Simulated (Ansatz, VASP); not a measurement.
MnO2: VASP beside Ansatz

File INCAR:

```
  PREC = Accurate
  ENCUT = 600
  EDIFF = 1E-7
  ISMEAR = -1
  SIGMA = 0.05
  LREAL = F
  LASPH = T
  NELM = 150
  ALGO = Normal
  ISIF = 3
  LWAVE = F
  LCHARG = F
  ISPIN = 2
  MAGMOM = 4 0 0
  LORBIT = 11
  LMAXMIX = 4
  IBRION = 2
  NSW = 60
  EDIFFG = -0.01
```

The input KPOINTS:

```
regular mesh
0
Gamma
  11 11 6
```

The input POSCAR:

```
MnO2
1.0
    2.8565781804      0.0000000000      0.0000000000
   -1.4282890902      2.4738692722      0.0000000000
    0.0000000000      0.0000000000      4.6013740589
Mn O
1 2
Direct
    0.0000000000      0.0000000000      0.5000000000
    0.3333333333      0.6666666667      0.7062925700
    0.6666666667      0.3333333333      0.2937074300
```

File input.yaml:

```yaml
crystal:
  lattice:
    - [2.8565781804, 0.0, 0.0]
    - [-1.4282890902, 2.4738692722, 0.0]
    - [0.0, 0.0, 4.6013740589]
  atoms:
    - { symbol: Mn, position: [0.0, 0.0, 0.5], spin: 4.0 }
    - { symbol: O, position: [0.3333333333, 0.6666666667, 0.70629257] }
    - { symbol: O, position: [0.6666666667, 0.3333333333, 0.29370743] }
hamiltonian:
  xc: lda
  pseudopotentials: { kind: paw }
magnetization:
  spin_polarized: true
kpoints:
  mp_grid: { grid: [11, 11, 6] }
scf:
  occupations: { method: fermi_dirac, width: 0.05 }
output:
  forces: true
  stress: true
  eigenvalues: true
relax:
  f_tol: 0.01
  max_steps: 40
  cell: { stress_tol: 0.05 }
```

Alike in both runs: task relaxation of cell and atoms; functional LDA; k mesh 11 × 11 × 6; occupations fermi-dirac, width 0.05 eV; collinear spin.

|  | VASP | Ansatz |
| --- | --- | --- |
| version | VASP 6.6.1 | Ansatz 0.2.0 |
| potentials or method | VASP PAW LDA potentials, release 64 (Mn_pv, O) | Ansatz PAW |
| plane-wave cutoff (eV) | 600 | 420 |
| valence electrons in the cell | 25 | 27 |

```csv
,VASP,Ansatz,Ansatz less VASP
"gap on the k mesh at the Fermi level, each at its own relaxed structure (eV)",0.12,0.25,+0.129
net moment per atom (μB),1.00,1.00,+0.002
size of the moment on the site where the two differ most (μB),2.74,2.42,-0.324
relaxed volume (Å³/atom),9.90,10.01,+0.110
relaxed cell length with the largest relative difference (Å),4.321,4.381,+0.0591
```

LDA's correlation is that of Perdew and Zunger in VASP and of Perdew and Wang (1992) in Ansatz. Site moments also hang on the region over which each program counts them. VASP's potentials hold 25 valence electrons a cell and Ansatz's 27, so a difference there can come from the potentials and not from the codes.

Noted on Ansatz's run: Pulay correction over one GPa; odd divisions of the mesh miss points on the zone boundary, where band edges often lie, so the gap on the mesh can be too wide; the plane-wave basis is chosen anew once the cell has moved, so the energies of steps on either side of that aren't comparable.
